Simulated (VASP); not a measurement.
## Ba15Ti16O48 (a cell with a defect) (vacancy hop of Ba): single point with PBE

The system is Ba15Ti16O48 (a cell with a defect) (vacancy hop of Ba).

```
CELL_PARAMETERS angstrom
0.00000 7.96912 8.41080
7.96912 0.00000 8.41080
7.96912 7.96912 0.00000
ATOMIC_POSITIONS crystal
Ba 0.13962 0.15345 0.09963
Ba 0.14622 0.14978 0.60329
Ba 0.39758 0.40326 0.85037
Ba 0.36607 0.43253 0.31608
Ba 0.39818 0.89887 0.35588
Ba 0.14530 0.64938 0.59911
Ba 0.39276 0.90288 0.85025
Ba 0.64573 0.14844 0.09921
Ba 0.89155 0.40160 0.34915
Ba 0.64656 0.14991 0.59896
Ba 0.90064 0.39937 0.85247
Ba 0.65105 0.65314 0.09843
Ba 0.90230 0.89632 0.34575
Ba 0.63878 0.65495 0.59783
Ba 0.89870 0.89677 0.85243
Ti 0.01885 0.03306 0.47485
Ti 0.26843 0.27541 0.21510
Ti 0.01901 0.02927 0.97547
Ti 0.27786 0.28204 0.71054
Ti 0.01489 0.52886 0.46547
Ti 0.27414 0.79421 0.21510
Ti 0.03326 0.53170 0.96561
Ti 0.26341 0.78329 0.73322
Ti 0.52504 0.03556 0.46229
Ti 0.75885 0.28542 0.22415
Ti 0.52322 0.02839 0.96723
Ti 0.76988 0.28463 0.72283
Ti 0.51264 0.53327 0.47020
Ti 0.78685 0.77572 0.21142
Ti 0.52675 0.54393 0.96067
Ti 0.77521 0.77802 0.71413
O 0.13321 0.38071 0.11743
O 0.38724 0.13999 0.36678
O 0.13091 0.38882 0.37035
O 0.38303 0.13358 0.12007
O 0.13368 0.13447 0.36975
O 0.38428 0.37238 0.11134
O 0.13910 0.38703 0.61853
O 0.39270 0.14040 0.86230
O 0.14300 0.39131 0.86333
O 0.38963 0.13952 0.61577
O 0.13311 0.13251 0.86861
O 0.38750 0.38695 0.60998
O 0.14887 0.89209 0.11093
O 0.39085 0.63553 0.35538
O 0.14977 0.88685 0.35874
O 0.41174 0.65069 0.09075
O 0.11874 0.63719 0.37774
O 0.38967 0.89321 0.11268
O 0.14307 0.88199 0.61550
O 0.40742 0.63591 0.84964
O 0.14483 0.88834 0.85867
O 0.39393 0.63111 0.60627
O 0.14238 0.63505 0.86077
O 0.38207 0.88297 0.61857
O 0.63931 0.38890 0.10803
O 0.89478 0.13198 0.36481
O 0.64238 0.38270 0.36136
O 0.89146 0.13277 0.11185
O 0.63530 0.14058 0.36041
O 0.87795 0.38155 0.11856
O 0.64613 0.38206 0.61305
O 0.89492 0.13268 0.86245
O 0.64867 0.38540 0.85910
O 0.89389 0.13242 0.61367
O 0.63279 0.13564 0.86929
O 0.88534 0.38524 0.61632
O 0.64385 0.88851 0.11703
O 0.87513 0.64014 0.37225
O 0.63710 0.89578 0.36619
O 0.88871 0.63958 0.11368
O 0.63008 0.63154 0.36499
O 0.88663 0.88798 0.11397
O 0.64150 0.89418 0.61329
O 0.89607 0.63892 0.86516
O 0.64005 0.89058 0.86601
O 0.88389 0.63929 0.61886
O 0.64687 0.63831 0.85378
O 0.88823 0.88265 0.61411
```

```yaml
Program: VASP 6.6.1
Task: single point
Functional: PBE
Potentials_or_basis: VASP PAW PBE potentials, release 64 (Ba_sv, Ti_sv, O)
Cutoff: 520 eV
k_mesh: 1 × 1 × 1
Occupations: fermi-dirac, width 0.01 eV
Spin: no spin polarisation
Dipole_correction: no
Charge: -2
Further_INCAR_settings: LREAL = Auto; ALGO = Normal; EDIFF = 1e-06; NBANDS = 360; NELECT = 632.0
```

The largest force is 1.291 eV/Å.

Forces in eV/Å, atoms in the order of the input:
```
Ba  -0.018  0.062 -0.018
Ba  -0.016 -0.019 -0.050
Ba   0.005  0.000 -0.057
Ba  -0.020  1.278 -0.178
Ba  -0.004 -0.054 -0.027
Ba   0.013 -0.005 -0.022
Ba   0.000  0.036 -0.029
Ba   0.015 -0.005 -0.056
Ba   0.007  0.034 -0.022
Ba  -0.003  0.034 -0.049
Ba   0.019 -0.056 -0.043
Ba  -0.012 -0.043 -0.092
Ba  -0.012  0.003 -0.047
Ba   0.000  0.055 -0.011
Ba  -0.012  0.005 -0.045
Ti  -0.043  0.012 -0.069
Ti   0.172  0.007  0.095
Ti  -0.014  0.039 -0.044
Ti   0.055  0.050 -0.113
Ti  -0.039  0.012  0.097
Ti  -0.137 -0.054 -0.210
Ti   0.047 -0.020 -0.088
Ti  -0.081  0.008 -0.018
Ti  -0.003  0.014 -0.133
Ti  -0.065  0.062 -0.042
Ti   0.029  0.042 -0.052
Ti  -0.034 -0.005 -0.085
Ti  -0.025  0.088 -0.029
Ti   0.024 -0.011 -0.101
Ti   0.088 -0.028 -0.264
Ti   0.059  0.062 -0.050
O    0.010 -0.041  0.114
O    0.024 -0.037  0.097
O   -0.123  0.014  0.082
O    0.021 -0.019  0.135
O   -0.012 -0.037  0.063
O    0.180 -0.025  0.207
O   -0.051 -0.080  0.097
O    0.021 -0.038 -0.009
O   -0.042 -0.023  0.034
O   -0.005 -0.029  0.038
O    0.014 -0.062  0.081
O   -0.037 -0.049  0.057
O    0.015 -0.147  0.032
O    0.019  0.033  0.029
O   -0.001 -0.025 -0.043
O    0.071 -0.024 -0.354
O   -0.182 -0.008  0.230
O   -0.044 -0.010 -0.039
O   -0.013 -0.062  0.040
O    0.016 -0.110  0.008
O    0.064  0.001  0.016
O    0.058 -0.014  0.032
O    0.028 -0.025  0.078
O    0.018 -0.039  0.065
O   -0.010  0.019  0.009
O   -0.013 -0.059  0.020
O    0.026 -0.075 -0.021
O    0.040 -0.043  0.034
O    0.054 -0.033  0.056
O    0.006 -0.004  0.079
O    0.003 -0.058  0.020
O    0.017 -0.063  0.034
O    0.028 -0.029 -0.009
O    0.024 -0.028  0.047
O   -0.032 -0.027  0.056
O   -0.030 -0.034  0.071
O    0.010 -0.055  0.001
O   -0.052 -0.020  0.121
O   -0.061  0.001  0.039
O   -0.029 -0.015  0.042
O    0.010  0.016  0.089
O   -0.023 -0.020  0.085
O   -0.007 -0.046 -0.031
O   -0.016 -0.059 -0.013
O   -0.018 -0.025  0.002
O   -0.095 -0.039  0.070
O    0.100 -0.017 -0.071
O    0.025 -0.033  0.034
```

Levels at points of the mesh, in eV from the Fermi level:
| k point | band 313 | band 314 | band 315 | band 316 | band 317 | band 318 | band 319 | band 320 |
| --- | --- | --- | --- | --- | --- | --- | --- | --- |
| (0.00, 0.00, 0.00) | -0.73 | -0.70 | -0.39 | -0.33 | 1.99 | 2.09 | 2.31 | 2.40 |

Wall time 20 min on 1 thread of Intel(R) Xeon(R) Platinum 8375C CPU @ 2.90GHz (Ice Lake), on a shared host, peak memory 1.3 GiB.

Caveat: the k points lie up to 0.67 Å⁻¹ apart; the cell carries a net charge on a neutralising background, which shifts energy and pressure; the cell is charged against a uniform background, so pressure and absolute levels hang on convention; spin-orbit coupling is left out, which moves the levels of the heavy elements.
